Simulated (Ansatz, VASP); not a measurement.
**One calculation of Ag, two programs**

Contents of POSCAR:

```
Ag
1.0
    0.0000000000      2.0101410107      2.1106480613
    2.0101410107      0.0000000000      2.1106480613
    2.0101410107      2.0101410107      0.0000000000
Ag
1
Direct
    0.0000000000      0.0000000000      0.0000000000
```

INCAR.step1

```
SYSTEM = Ag
ALGO = Normal
EDIFF = 1E-4
ENCUT = 520
GGA = PE
ISMEAR = 0
LASPH = .TRUE.
LCHARG = .FALSE.
LREAL = .FALSE.
LWAVE = .TRUE.
NBANDS = 12
NELM = 100
PREC = Accurate
SIGMA = 0.15
```

File INCAR.step2:

```
SYSTEM = Ag
ALGO = Normal
EDIFF = 1E-6
ENCUT = 520
ISIF = 2
ISMEAR = 0
ISTART = 1
LASPH = .TRUE.
LCHARG = .FALSE.
LMIXTAU = .TRUE.
LREAL = .FALSE.
LWAVE = .FALSE.
METAGGA = R2SCAN
NBANDS = 12
NELM = 100
PREC = Accurate
SIGMA = 0.15
```

The input KPOINTS:

```
k-points
0
G
  22 22 22
  0 0 0
```

Input for Ansatz:

```yaml
crystal:
  lattice:
    - [0.0, 2.0101410107, 2.1106480613]
    - [2.0101410107, 0.0, 2.1106480613]
    - [2.0101410107, 2.0101410107, 0.0]
  atoms:
    - { symbol: Ag, position: [0.0, 0.0, 0.0] }
basis:
  ecutwfc: 500
kpoints:
  mp_grid: { grid: [22, 22, 22] }
hamiltonian:
  xc: r2scan
scf:
  occupations: { method: gaussian, width: 0.15 }
output:
  forces: true
  stress: true
  eigenvalues: true
```

Alike in both runs: task single point; functional r2SCAN; k mesh 22 × 22 × 22; occupations gaussian, width 0.15 eV; no spin polarisation.

```csv
,VASP,Ansatz
version,VASP 6.6.1,Ansatz 0.2.0
potentials or method,"VASP PAW PBE potentials, release 64 (Ag), cutoff 520 eV","scalar-relativistic, plane waves, PAW"
valence electrons in the cell,11,19
```

```csv
,VASP,Ansatz,Ansatz less VASP
gap on the k mesh at the Fermi level (eV),none,none,-
pressure (GPa),1.7,1.5,-0.16
"traceless stress, the component that is largest in VASP (GPa)",-1.56,-1.53,+0.027
```

VASP's potentials were made for PBE, not for r2SCAN. A gap of «none» marks a metal or a gap that the smearing closes. VASP's potentials hold 11 valence electrons a cell and Ansatz's 19, so a difference there can come from the potentials and not from the codes.
